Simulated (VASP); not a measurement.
GaN:

```
Ga N
1.0
     0.00000    2.25350    2.25350
     2.25350    0.00000    2.25350
     2.25350    2.25350    0.00000
Ga N
1 1
Cartesian
  0.0000 0.0000 0.0000
  1.1268 1.1268 1.1268
```

* Program: VASP 6.6.1
* Task: relaxation of cell and atoms
* Functional: BLYP
* Potentials or basis: VASP PAW PBE potentials, release 64 (Ga_d, N)
* Cutoff: 600 eV
* k mesh: 10 × 10 × 10
* Occupations: fermi-dirac, width 0.05 eV
* Spin: no spin polarisation

At the start: pressure 11.8 GPa; volume 11.44 Å³/atom.

Problem. Where does the relaxation end?

Solution. Over 4 steps the energy falls by 27.1 meV/atom and the volume is 12.21 Å³/atom (+6.7 %); space group F-43m (No. 216, to 0.05 Å).

Step by step:
| step | energy change (eV) | largest force (eV/Å) | pressure (GPa) | volume (Å³) |
| --- | --- | --- | --- | --- |
| 1 | 0.0000 | 0.0000 | 11.83 | 22.89 |
| 2 | -0.0214 | 0.0000 | -7.50 | 25.80 |
| 3 | -0.0542 | 0.0000 | -0.16 | 24.46 |
| 4 | -0.0542 | 0.0000 | 0.12 | 24.43 |

Final structure:
```xyz
2
Lattice="0.0000 2.3030 2.3030 2.3030 0.0000 2.3030 2.3030 2.3030 0.0000" Properties=species:S:1:pos:R:3 pbc="T T T"
Ga    0.0000    0.0000    0.0000
N     1.1515    1.1515    1.1515
```

Caveat: the PAW data sets were made with another functional, which shifts forces and pressure a little.
